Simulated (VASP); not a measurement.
# HgTe (F-43m) in VASP: a series of runs, part 2 of 2

VASP 6.6.1.

**3. Single point, PBE-based screened hybrid with 25 % exact exchange**

File POSCAR:

```
HgTe
1.0
    0.0000000000      3.2145000000      3.2145000000
    3.2145000000      0.0000000000      3.2145000000
    3.2145000000      3.2145000000      0.0000000000
Hg Te
1 1
Direct
    0.0000000000      0.0000000000      0.0000000000
    0.7500000000      0.7500000000      0.7500000000
```

File INCAR.step1:

```
PREC = Accurate ; ENCUT = 520
EDIFF = 1E-5 ; ISMEAR = -1
SIGMA = 0.05 ; LREAL = False
LASPH = True ; NELM = 80
ALGO = Normal ; ISIF = 2
LWAVE = True ; LCHARG = False
NBANDS = 16 ; GGA = PE
```

File INCAR.step2:

```
PREC = Accurate ; ENCUT = 520
EDIFF = 1E-7 ; ISMEAR = -1
SIGMA = 0.05 ; LREAL = False
LASPH = True ; NELM = 80
ALGO = Normal ; ISIF = 2
LWAVE = False ; LCHARG = False
GGA = PE ; LHFCALC = True
AEXX = 0.25 ; HFSCREEN = 0.3
PRECFOCK = Normal ; NBANDS = 16
ISTART = 1
```

File KPOINTS:

```
regular mesh
0
Gamma
  4 4 4
```

Potentials or basis: VASP PAW PBE potentials, release 64 (Hg, Te).

On the command line:

```bash
$ cat potpaw_PBE.64/Hg/POTCAR potpaw_PBE.64/Te/POTCAR > POTCAR
$ cp INCAR.step1 INCAR
$ mpirun -np 1 vasp_std > vasp.out
$ cp INCAR.step2 INCAR
$ mpirun -np 1 vasp_std > vasp.out
```

OUTCAR:

```text
PREC = Accurate
   ENCUT = 520
   EDIFF = 1E-7
   ISMEAR = -1
   LREAL = False
   LASPH = True
   NELM = 80
   ISIF = 2
   GGA = PE
   LHFCALC = True
   AEXX = 0.25
   HFSCREEN = 0.3
   PRECFOCK = Normal
   ISTART = 1

 ion  position               nearest neighbor table
   1  0.000  0.000  0.000-   2 2.78   2 2.78   2 2.78   2 2.78
   2  0.750  0.750  0.750-   1 2.78   1 2.78   1 2.78   1 2.78

  LATTYP: Found a face centered cubic cell.
[... 330 lines left out ...]
     16      14.9136      0.00000

------------------------ aborting loop because EDIFF is reached ----------------------------------------

  FORCE on cell =-STRESS in cart. coord.  units (eV):
  Direction    XX          YY          ZZ          XY          YZ          ZX
  --------------------------------------------------------------------------------------
  -------------------------------------------------------------------------------------
  Total        1.4924116      1.4924116      1.4924116     -0.0000000     -0.0000000     -0.0000000
  in kB       35.9939005     35.9939005     35.9939005     -0.0000000     -0.0000000     -0.0000000
  external PRESSURE =      35.9939005 kB  Pullay stress =       0.0000000 kB

 VOLUME and BASIS-vectors are now :
 -----------------------------------------------------------------------------
  energy-cutoff  :      520.00
  volume of cell :       66.43
      direct lattice vectors                 reciprocal lattice vectors
     0.000000000  3.214500000  3.214500000    -0.155545186  0.155545186  0.155545186
     3.214500000  0.000000000  3.214500000     0.155545186 -0.155545186  0.155545186
     3.214500000  3.214500000  0.000000000     0.155545186  0.155545186 -0.155545186

 POSITION                                       TOTAL-FORCE (eV/Angst)
 -----------------------------------------------------------------------------------
      0.00000      0.00000      0.00000         0.000000      0.000000      0.000000
      4.82175      4.82175      4.82175        -0.000000     -0.000000     -0.000000
 -----------------------------------------------------------------------------------
    total drift:                                0.000048      0.000042      0.000045

  FREE ENERGIE OF THE ION-ELECTRON SYSTEM (eV)
  ---------------------------------------------------
  free  energy   TOTEN  =        -4.4363059048 eV

  energy  without entropy=       -4.4332250130  energy(sigma->0) =       -4.43476546
```

OUTCAR.step1:

```text
PREC = Accurate
   ENCUT = 520
   EDIFF = 1E-5
   ISMEAR = -1
   LREAL = False
[... 355 lines left out ...]
      0.00000      0.00000      0.00000        -0.000000     -0.000000     -0.000000
      4.82175      4.82175      4.82175         0.000000      0.000000      0.000000
 -----------------------------------------------------------------------------------
    total drift:                                0.000000      0.000000      0.000000

  FREE ENERGIE OF THE ION-ELECTRON SYSTEM (eV)
  ---------------------------------------------------
  free  energy   TOTEN  =        -3.4618700042 eV

  energy  without entropy=       -3.4588842624  energy(sigma->0) =       -3.46037713
```

OSZICAR.step1:

```text
N       E                     dE             d eps       ncg     rms          rms(c)
DAV:   1     0.103898574161E+03    0.10390E+03   -0.83223E+03   256   0.991E+02
DAV:   2    -0.196767513346E-01   -0.10392E+03   -0.97606E+02   280   0.230E+02
DAV:   3    -0.365478503339E+01   -0.36351E+01   -0.36251E+01   304   0.440E+01
DAV:   4    -0.368803576401E+01   -0.33251E-01   -0.33247E-01   376   0.380E+00
DAV:   5    -0.368812253397E+01   -0.86770E-04   -0.86770E-04   336   0.182E-01    0.797E+00
DAV:   6    -0.347102780550E+01    0.21709E+00   -0.42622E-01   288   0.875E+00    0.625E+00
DAV:   7    -0.346238515612E+01    0.86426E-02   -0.11284E-01   280   0.227E+00    0.226E+00
DAV:   8    -0.346173296975E+01    0.65219E-03   -0.12310E-02   312   0.127E+00    0.579E-01
DAV:   9    -0.346180802625E+01   -0.75056E-04   -0.78967E-04   304   0.329E-01    0.144E-01
DAV:  10    -0.346185084030E+01   -0.42814E-04   -0.10302E-04   280   0.882E-02    0.495E-02
DAV:  11    -0.346187253733E+01   -0.21697E-04   -0.46938E-05   288   0.508E-02    0.427E-02
DAV:  12    -0.346187000418E+01    0.25331E-05   -0.49249E-06   224   0.204E-02
   1 F= -.34618700E+01 E0= -.34603771E+01  d E =-.298574E-02
```

Run time: 22 min. Hardware: 1 thread of Intel Xeon 8259CL, shared host; peak memory 0.32 GiB.

What came out:

```yaml
Free_energy: -4.4363 eV
Pressure: 3.6 GPa
Band_gap_on_the_k_mesh: zero (filled and empty bands touch)
```

Levels at points of the mesh, in eV from the Fermi level:
| k point | band 7 | band 8 | band 9 | band 10 | band 11 | band 12 |
| --- | --- | --- | --- | --- | --- | --- |
| (0.00, 0.00, 0.00) | -0.22 | -0.04 | -0.04 | -0.04 | 4.75 | 4.75 |
| (0.50, 0.00, 0.00) | -5.96 | -1.12 | -1.12 | 1.18 | 5.59 | 5.59 |
| (0.50, 0.50, 0.00) | -5.91 | -2.53 | -2.53 | 2.39 | 2.84 | 9.09 |

Caveat: the k points lie up to 0.42 Å⁻¹ apart; the PAW data sets were made with another functional, which shifts forces and pressure a little; spin-orbit coupling is left out, which moves the levels of the heavy elements.

**4. Single point, HSE06, non-collinear spin, zero start, spin-orbit coupling**

POSCAR is that of step 3.

File INCAR.step1:

```
SYSTEM = HgTe
PREC = Accurate ; ENCUT = 520
EDIFF = 1E-5 ; ISMEAR = -1
SIGMA = 0.05 ; LREAL = .False.
LASPH = .True. ; NELM = 150
ALGO = Normal ; ISIF = 2
LWAVE = .True. ; LCHARG = .False.
MAGMOM = 0 0 0 0 0 0 ; LORBIT = 11
LSORBIT = .True. ; GGA_COMPAT = .False.
LORBMOM = .True. ; NBANDS = 30
GGA = PE
```

File INCAR.step2:

```
SYSTEM = HgTe
PREC = Accurate ; ENCUT = 520
EDIFF = 1E-7 ; ISMEAR = -1
SIGMA = 0.05 ; LREAL = .False.
LASPH = .True. ; NELM = 150
ALGO = Normal ; ISIF = 2
LWAVE = .False. ; LCHARG = .False.
MAGMOM = 0 0 0 0 0 0 ; LORBIT = 11
LSORBIT = .True. ; GGA_COMPAT = .False.
LORBMOM = .True. ; GGA = PE
LHFCALC = .True. ; HFSCREEN = 0.2079
PRECFOCK = Normal ; NBANDS = 30
ISTART = 1
```

File KPOINTS:

```
regular mesh
0
Gamma
  3 3 3
  0 0 0
```

Potentials or basis: VASP PAW PBE potentials, release 64 (Hg, Te).

On the command line:

```bash
$ cat potpaw_PBE.64/Hg/POTCAR potpaw_PBE.64/Te/POTCAR > POTCAR
$ cp INCAR.step1 INCAR
$ mpirun -np 1 vasp_ncl > vasp.out
$ cp INCAR.step2 INCAR
$ mpirun -np 1 vasp_ncl > vasp.out
```

OUTCAR:

```text
SYSTEM = HgTe
   PREC = Accurate
   ENCUT = 520
   EDIFF = 1E-7
   ISMEAR = -1
   LREAL = .False.
   LASPH = .True.
   NELM = 150
   ISIF = 2
   LORBIT = 11
   LSORBIT = .True.
   GGA = PE
   LHFCALC = .True.
   HFSCREEN = 0.2079
   PRECFOCK = Normal
   ISTART = 1

 ion  position               nearest neighbor table
   1  0.000  0.000  0.000-   2 2.78   2 2.78   2 2.78   2 2.78
   2  0.750  0.750  0.750-   1 2.78   1 2.78   1 2.78   1 2.78

  LATTYP: Found a face centered cubic cell.
 ALAT       =     6.4290000000

  Lattice vectors:

 A1 = (   0.0000000000,   3.2145000000,   3.2145000000)
 A2 = (   3.2145000000,   0.0000000000,   3.2145000000)
 A3 = (   3.2145000000,   3.2145000000,   0.0000000000)

[... 441 lines left out ...]
 l=   3
     0.0000000     0.0000000     0.0000000     0.0000000     0.0000000     0.0000000     0.0000000
     0.0000000     0.0000000     0.0000000     0.0000000     0.0000000     0.0000000     0.0000000
     0.0000000     0.0000000     0.0000000     0.0000000     0.0000000     0.0000000     0.0000000
     0.0000000     0.0000000     0.0000000     0.0000000     0.0000000     0.0000000     0.0000000
     0.0000000     0.0000000     0.0000000     0.0000000     0.0000000     0.0000000     0.0000000
     0.0000000     0.0000000     0.0000000     0.0000000     0.0000000     0.0000000     0.0000000
     0.0000000     0.0000000     0.0000000     0.0000000     0.0000000     0.0000000     0.0000000

 total charge

# of ion       s       p       d       tot
------------------------------------------
    1        0.707   0.447   9.395  10.549
    2        1.320   2.174   0.031   3.525
--------------------------------------------------
tot          2.027   2.621   9.426  14.074

 magnetization (x)

# of ion       s       p       d       tot
------------------------------------------
    1        0.000  -0.000   0.000   0.000
    2        0.000   0.000  -0.000   0.000
--------------------------------------------------
tot          0.000   0.000   0.000   0.000

 magnetization (y)

# of ion       s       p       d       tot
------------------------------------------
    1        0.000  -0.000  -0.000  -0.000
    2        0.000  -0.000  -0.000  -0.000
--------------------------------------------------
tot          0.000  -0.000  -0.000  -0.000

 magnetization (z)

# of ion       s       p       d       tot
------------------------------------------
    1        0.000   0.000  -0.000   0.000
    2        0.000  -0.000  -0.000  -0.000
--------------------------------------------------
tot          0.000   0.000  -0.000   0.000
```

It took 51 min on 1 thread of Intel Xeon 8259CL, shared host; peak memory 0.51 GiB.

What came out:

| Property | Result |
| --- | --- |
| Free energy | -4.7822 eV |
| Pressure | 4.1 GPa |
| Net moment | 0.00 μB per cell |
| Valence electrons inside the program's atomic spheres | Hg 10.55; Te 3.52 |

Moments on the atoms (μB; x, y, z):
```
Hg  0.00 0.00 0.00
Te  0.00 0.00 0.00
```

Caveat: the k points lie up to 0.56 Å⁻¹ apart; the PAW data sets were made with another functional, which shifts forces and pressure a little.

**5. The runs side by side**

```csv
level,spin,k mesh,cutoff (eV),share of exact exchange,screening parameter,gap on the mesh (eV),pressure (GPa)
B3LYP,off,4 × 4 × 4,400,0.2,-,0.49,6.5
PBE-based screened hybrid with 25 % exact exchange,off,4 × 4 × 4,520,0.25,0.3 1/Å,none,3.6
HSE06,"non-collinear, zero start, SOC",3 × 3 × 3,520,0.25,0.2079 1/Å,-,4.1
```

Alike in all rows: task single point; potentials or basis VASP PAW PBE potentials, release 64 (Hg, Te); cell as given; smearing fermi-dirac 0.05 eV.

Caveats: all runs use coarse meshes; the PAW data sets were made with another functional, which shifts forces and pressure a little; spin-orbit coupling is left out, which moves the levels of the heavy elements (at least some runs).

Total energies depend on the potentials used, so only differences within one code and one set of settings carry meaning.
